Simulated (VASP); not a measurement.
## Os: single point with r2SCAN

Crystal: Os.

```
Os
1.0
     0.00000    1.89509    1.89509
     1.89509    0.00000    1.89509
     1.89509    1.89509    0.00000
Os
1
Direct
  0.00000 0.00000 0.00000
```

This isn't the form of Os at room conditions, which is hcp.

```yaml
Program: VASP 6.6.1
Task: single point
Functional: r2SCAN
Potentials_or_basis: VASP PAW PBE potentials, release 64 (Os)
Cutoff: 660 eV
k_mesh: 18 × 18 × 18
Occupations: gaussian, width 0.05 eV
Spin: no spin polarisation
Dipole_correction: no
Further_INCAR_settings: ALGO = Normal; EDIFF = 1e-06; NBANDS = 10
```

- Pressure: 16.5 GPa
- Band gap on the k mesh: zero (bands 4 and 5 overlap by 4.16 eV)

Levels at points of the mesh, in eV from the Fermi level:
```tsv
k point	band 2	band 3	band 4	band 5	band 6	band 7
(0.00, 0.00, 0.00)	-3.19	-3.19	-3.19	0.10	0.10	14.97
(0.50, 0.00, 0.00)	-3.38	-3.38	-0.20	2.73	2.73	9.94
(0.50, 0.50, 0.00)	-7.44	2.56	2.67	3.49	3.49	13.16
```

Wall time 100 s on 1 thread of AMD EPYC 7R13 Processor (Zen 3), on a shared host, peak memory 0.15 GiB.

Caveat: the cell stands under pressure; the PAW data sets were made with another functional, which shifts forces and pressure a little; spin-orbit coupling is left out, which moves the levels of the heavy elements.
